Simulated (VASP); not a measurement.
# Ga (P2_1/m) in VASP: a series of runs

The runs below take Ga through single point, with PBEsol.

Everything below comes from runs of VASP 6.6.1. Logs are shortened: lines on timing, memory, paths and dates and some standing lists are left out, and cuts for length are marked.

### 1 The cell of the first run

Symmetry: P2_1/m, No. 11, monoclinic system. Conventional cell: a = 2.670 Å, b = 3.005 Å, c = 4.162 Å, α = 90.00°, β = 108.27°, γ = 90.00°. Ga (site symmetry m) has 10 Ga at 2.59 to 3.01 Å within 3.4 Å.

### 2 Single point, PBEsol

File INCAR:

```
SYSTEM = Ga
PREC = Accurate ; ENCUT = 520
EDIFF = 1E-7 ; ISMEAR = -1
SIGMA = 0.05 ; LREAL = .False.
LASPH = .True. ; NELM = 60
ALGO = Normal ; ISIF = 2
LWAVE = .False. ; LCHARG = .True.
GGA = PS ; LELF = .True.
LVHAR = .True. ; NBANDS = 20
```

File KPOINTS:

```
Automatic mesh
0
Gamma
  10 8 7
  0 0 0
```

File POSCAR:

```
Ga
1.0
    2.6698322380      0.0000000000     -0.0254519541
    0.0000000000      3.0052788002      0.0000000000
   -1.3274786169      0.0000000000      3.9651767586
Ga
2
Direct
    0.1322946669      0.7500000000      0.7673551252
    0.8677053331      0.2500000000      0.2326448748
```

Potentials or basis: VASP PAW PBE potentials, release 64 (Ga_d).

On the command line:

```bash
$ cat potpaw_PBE.64/Ga_d/POTCAR > POTCAR
$ mpirun -np 1 vasp_std > vasp.out
```

OUTCAR:

```text
SYSTEM = Ga
   PREC = Accurate
   ENCUT = 520
   EDIFF = 1E-7
   ISMEAR = -1
   LREAL = .False.
   LASPH = .True.
   NELM = 60
   ISIF = 2
   GGA = PS

 ion  position               nearest neighbor table
   1  0.132  0.750  0.767-   2 2.59   2 2.59   2 2.72   2 2.72   2 2.73   2 2.73
   2  0.868  0.250  0.233-   1 2.59   1 2.59   1 2.72   1 2.72   1 2.73   1 2.73

  LATTYP: Found a simple monoclinic cell.
 ALAT       =     2.6699535541
 B/A-ratio  =     1.1255921645
 C/A-ratio  =     1.5588781435
 COS(beta)  =    -0.3134778543

  Lattice vectors:

 A1 = (   2.6698322380,   0.0000000000,  -0.0254519541)
 A2 = (   0.0000000000,  -3.0052788002,   0.0000000000)
 A3 = (  -1.3423536211,   0.0000000000,  -3.9397248045)

Analysis of symmetry for initial positions (statically):
=====================================================================
 Subroutine PRICEL returns:
 Original cell was already a primitive cell.

 Routine SETGRP: Setting up the symmetry group for a
 simple monoclinic supercell.

 Subroutine GETGRP returns: Found  4 space group operations
 (whereof  2 operations were pure point group operations)
 out of a pool of  4 trial point group operations.

The static configuration has the point symmetry S_2 .
 The point group associated with its full space group is C_2h.

Analysis of symmetry for dynamics (positions and initial velocities):
=====================================================================
 Subroutine PRICEL returns:
 Original cell was already a primitive cell.

 Routine SETGRP: Setting up the symmetry group for a
 simple monoclinic supercell.

 Subroutine GETGRP returns: Found  4 space group operations
 (whereof  2 operations were pure point group operations)
 out of a pool of  4 trial point group operations.

The dynamic configuration has the point symmetry S_2 .
 The point group associated with its full space group is C_2h.

 Subroutine INISYM returns: Found  4 space group operations
 (whereof  2 operations are pure point group operations),
 and found     1 'primitive' translations

----------------------------------------------------------------------------------------

                                     Primitive cell

  volume of cell :      31.7134

  direct lattice vectors                    reciprocal lattice vectors
     2.669832238  0.000000000 -0.025451954     0.375754610  0.000000000  0.125796715
     0.000000000  3.005278800  0.000000000     0.000000000  0.332747830  0.000000000
    -1.327478617  0.000000000  3.965176759     0.002411920  0.000000000  0.253003040

  length of vectors
     2.669953554  3.005278800  4.181486124     0.396252875  0.332747830  0.253014536

  position of ions in fractional coordinates (direct lattice)
     0.132294667  0.750000000  0.767355125
     0.867705333  0.250000000  0.232644875

  ion indices of the primitive-cell ions
   primitive index   ion index
                 1           1
                 2           2

----------------------------------------------------------------------------------------

 KPOINTS: Automatic mesh

Automatic generation of k-mesh.
 Grid dimensions read from file:
 generate k-points for:   10    8    7

 Generating k-lattice:

  Cartesian coordinates                     Fractional coordinates (reciprocal lattice)
     0.037575461  0.000000000  0.012579671     0.100000000  0.000000000 -0.000000000
     0.000000000  0.041593479  0.000000000     0.000000000  0.125000000  0.000000000
     0.000344560  0.000000000  0.036143291     0.000000000  0.000000000  0.142857143

  Length of vectors
     0.039625287  0.041593479  0.036144934

  Shift w.r.t. Gamma in fractional coordinates (k-lattice)
     0.000000000  0.000000000  0.000000000

 Subroutine IBZKPT returns following result:
 ===========================================

 Found    180 irreducible k-points:

 Following reciprocal coordinates:
            Coordinates               Weight
  0.000000  0.000000  0.000000      1.000000
  0.100000  0.000000 -0.000000      2.000000
  0.200000  0.000000 -0.000000      2.000000
  0.300000  0.000000 -0.000000      2.000000
  0.400000  0.000000 -0.000000      2.000000
  0.500000  0.000000 -0.000000      1.000000
[... 16 lines left out ...]
  0.400000  0.375000 -0.000000      4.000000
  0.500000  0.375000 -0.000000      2.000000
 [... further k-points ...]
   k-points           NKPTS =    180   k-points in BZ     NKDIM =    180   number of bands    NBANDS=     20
   number of dos      NEDOS =    301   number of ions     NIONS =      2
   total plane-waves  NPLWV =  15360
   dimension x,y,z NGX =    20 NGY =   24 NGZ =   32
   dimension x,y,z NGXF=    40 NGYF=   48 NGZF=   64
   ions per type =               2
   NGX,Y,Z   is equivalent  to a cutoff of  12.45, 13.28, 12.72 a.u.
   NGXF,Y,Z  is equivalent  to a cutoff of  24.91, 26.55, 25.44 a.u.
 SYSTEM =  Ga
   PREC   = accura    normal or accurate (medium, high low for compatibility)
   ISTART =      0    job   : 0-new  1-cont  2-samecut
   ICHARG =      2    charge: 1-file 2-atom 10-const
   ISPIN  =      1    spin polarized calculation?
   LNONCOLLINEAR =      F non collinear calculations
   LSORBIT =      F    spin-orbit coupling
   LASPH  =      T    aspherical Exc in radial PAW
   ENCUT  =  520.0 eV  38.22 Ry    6.18 a.u.   4.96  5.59  7.77*2*pi/ulx,y,z
   NELM   =     60;   NELMIN=  2; NELMDL= -5     # of ELM steps
   EDIFF  = 0.1E-06   stopping-criterion for ELM
   LREAL  =      F    real-space projection
   EDIFFG = 0.1E-05   stopping-criterion for IOM
   NSW    =      0    number of steps for IOM
   IBRION =     -1    ionic relax: 0-MD 1-quasi-New 2-CG
   NFREE  =      0    steps in history (QN), initial steepest desc. (CG)
   ISIF   =      2    stress and relaxation
   ISYM   =      2    0-nonsym 1-usesym 2-fastsym
   POTIM  = 0.5000    time-step for ionic-motion
   TEBEG  =    0.0;   TEEND  =   0.0 temperature during run
   PSTRESS=    0.0 pullay stress
   NELECT =      26.0000    total number of electrons
   NUPDOWN=      -1.0000    fix difference up-down
   EMIN   =  10.00;   EMAX   =-10.00  energy-range for DOS
   EFERMI =   0.00;   METHOD = LEGACY
   ISMEAR =    -1;   SIGMA  =   0.05  broadening in eV -4-tet -1-fermi 0-gaus
   EFERMI_NEDOS =   21; number of points for ismear=-14 and -15
   IALGO  =     38    algorithm
   IMIX   =      4    mixing-type and parameters
     AMIX     =   0.40;   BMIX     =  1.00
     AMIX_MAG =   1.60;   BMIX_MAG =  1.00
  volume/ion in A,a.u.               =      15.86       107.01
  Fermi-wavevector in a.u.,A,eV,Ry     =   1.532210  2.895457 31.941953  2.347667
  Thomas-Fermi vector in A             =   2.639448
   LORBIT       =      0    0 simple, 1 ext, 2 COOP (PROOUT), +10 PAW based schemes
   GGA     = PS    functional components
   LHFCALC =     F    Hartree Fock is set to
   AEXX    =    0.0000 exact exchange contribution
   IVDW    =     0    specifies the selected vdW correction
   LEPSILON=     F    determine dielectric tensor
   LRPA    =     F    only Hartree local field effects (RPA)
 non-spin polarized calculation
  energy-cutoff  :      520.00
  volume of cell :       31.71
 maximum number of plane-waves:       872
   NGX =  9   NGY = 11   NGZ = 15

 number of electron      25.9999997 magnetization

 Free energy of the ion-electron system (eV)
  ---------------------------------------------------
  ext. energy  EPLUGINS =         0.00000000
  ---------------------------------------------------
  free energy    TOTEN  =        -6.58196114 eV

  energy without entropy =       -6.57921257  energy(sigma->0) =       -6.58058685

 E-fermi :   7.1647     XC(G=0): -12.0140

 val. band max:        7.1518845849   @ k =  -0.2000   0.3750   0.1429
 cond. band min:       7.2025908707   @ k =  -0.4000   0.5000   0.4286
 fundamental gap:      0.0507062857
 Fermi energy:         7.1646845193

 k-point     1 :       0.0000    0.0000    0.0000
  band No.  band energies     occupation
      1      -8.2953      2.00000
      2      -8.2161      2.00000
      3      -8.1932      2.00000
      4      -8.1749      2.00000
      5      -7.8237      2.00000
      6      -7.7890      2.00000
[... 12 lines left out ...]
     19      19.7132      0.00000
     20      20.7486      0.00000

 k-point     2 :       0.1000    0.0000   -0.0000
  band No.  band energies     occupation
      1      -8.2767      2.00000
      2      -8.2058      2.00000
      3      -8.1708      2.00000
      4      -8.1212      2.00000
      5      -7.8421      2.00000
      6      -7.8115      2.00000
[... 12 lines left out ...]
     19      20.4297      0.00000
     20      22.9428      0.00000

 k-point     3 :       0.2000    0.0000   -0.0000
  band No.  band energies     occupation
      1      -8.2321      2.00000
      2      -8.1799      2.00000
      3      -8.1079      2.00000
      4      -8.0160      2.00000
      5      -7.8811      2.00000
      6      -7.8716      2.00000
[... 12 lines left out ...]
     19      20.6833      0.00000
     20      24.5140      0.00000

 k-point     4 :       0.3000    0.0000   -0.0000
  band No.  band energies     occupation
      1      -8.1835      2.00000
      2      -8.1515      2.00000
      3      -8.0682      2.00000
      4      -8.0322      2.00000
      5      -7.9487      2.00000
      6      -7.8292      2.00000
[... 12 lines left out ...]
     19      21.0188      0.00000
     20      22.8666      0.00000

 k-point     5 :       0.4000    0.0000   -0.0000
  band No.  band energies     occupation
      1      -8.1778      2.00000
      2      -8.1324      2.00000
      3      -8.0775      2.00000
      4      -8.0489      2.00000
      5      -8.0149      2.00000
      6      -7.8536      2.00000
[... 12 lines left out ...]
     19      19.5750      0.00000
     20      21.4198      0.00000
[... 353 lines left out ...]
      6      -7.9093      2.00000
[... 12 lines left out ...]
     19      17.6397      0.00000
     20      19.3986      0.00000

 k-point    22 :       0.3000    0.3750   -0.0000
  band No.  band energies     occupation
      1      -8.2333      2.00000
      2      -8.1643      2.00000
      3      -8.0959      2.00000
      4      -8.0103      2.00000
      5      -7.8971      2.00000
      6      -7.8798      2.00000
[... 12 lines left out ...]
     19      15.7587      0.00000
     20      17.7312      0.00000

 k-point    23 :       0.4000    0.3750   -0.0000
  band No.  band energies     occupation
      1      -8.2564      2.00000
      2      -8.1666      2.00000
      3      -8.1596      2.00000
      4      -8.0787      2.00000
      5      -7.8938      2.00000
      6      -7.8334      2.00000
[... 12 lines left out ...]
     19      15.7829      0.00000
     20      19.1195      0.00000

 k-point    24 :       0.5000    0.3750   -0.0000
  band No.  band energies     occupation
      1      -8.2654      2.00000
      2      -8.1915      2.00000
      3      -8.1398      2.00000
      4      -8.1283      2.00000
      5      -7.8963      2.00000
      6      -7.8196      2.00000
[... 12 lines left out ...]
     19      17.8742      0.00000
     20      18.6989      0.00000

 [... further k-points ...]

------------------------ aborting loop because EDIFF is reached ----------------------------------------

  FORCE on cell =-STRESS in cart. coord.  units (eV):
  Direction    XX          YY          ZZ          XY          YZ          ZX
  --------------------------------------------------------------------------------------
  -------------------------------------------------------------------------------------
  Total        1.9896572      1.9878625      2.0011030      0.0000000      0.0000000      0.0021430
  in kB      100.5184649    100.4277925    101.0967127      0.0000000      0.0000000      0.1082663
  external PRESSURE =     100.6809900 kB  Pullay stress =       0.0000000 kB

 VOLUME and BASIS-vectors are now :
 -----------------------------------------------------------------------------
  energy-cutoff  :      520.00
  volume of cell :       31.71
      direct lattice vectors                 reciprocal lattice vectors
     2.669832238  0.000000000 -0.025451954     0.375754610  0.000000000  0.125796715
     0.000000000  3.005278800  0.000000000     0.000000000  0.332747830  0.000000000
    -1.327478617  0.000000000  3.965176759     0.002411920  0.000000000  0.253003040

 POSITION                                       TOTAL-FORCE (eV/Angst)
 -----------------------------------------------------------------------------------
     -0.66544      2.25396      3.03933         0.000475      0.000000     -0.000991
      2.00780      0.75132      0.90039        -0.000475      0.000000      0.000991
 -----------------------------------------------------------------------------------
    total drift:                                0.000000     -0.000000      0.000000

  FREE ENERGIE OF THE ION-ELECTRON SYSTEM (eV)
  ---------------------------------------------------
  free  energy   TOTEN  =        -6.5819611363 eV

  energy  without entropy=       -6.5792125706  energy(sigma->0) =       -6.58058685
```

It took 83 s on 1 thread of Intel Xeon Platinum 8259CL at 2.50GHz (Skylake/Cascade Lake), shared host; peak memory 0.21 GiB.

Results:

* Free energy: -6.5820 eV
* Pressure: 10.1 GPa
* Band gap on the k mesh: zero (bands 13 and 14 overlap by 9.89 eV)

Caveat: the cell stands under pressure; the PAW data sets were made with another functional, which shifts forces and pressure a little.

(Part 1 of 2 ends here.)

The gap in the log of VASP goes by the Fermi energy; the results here count the filled bands.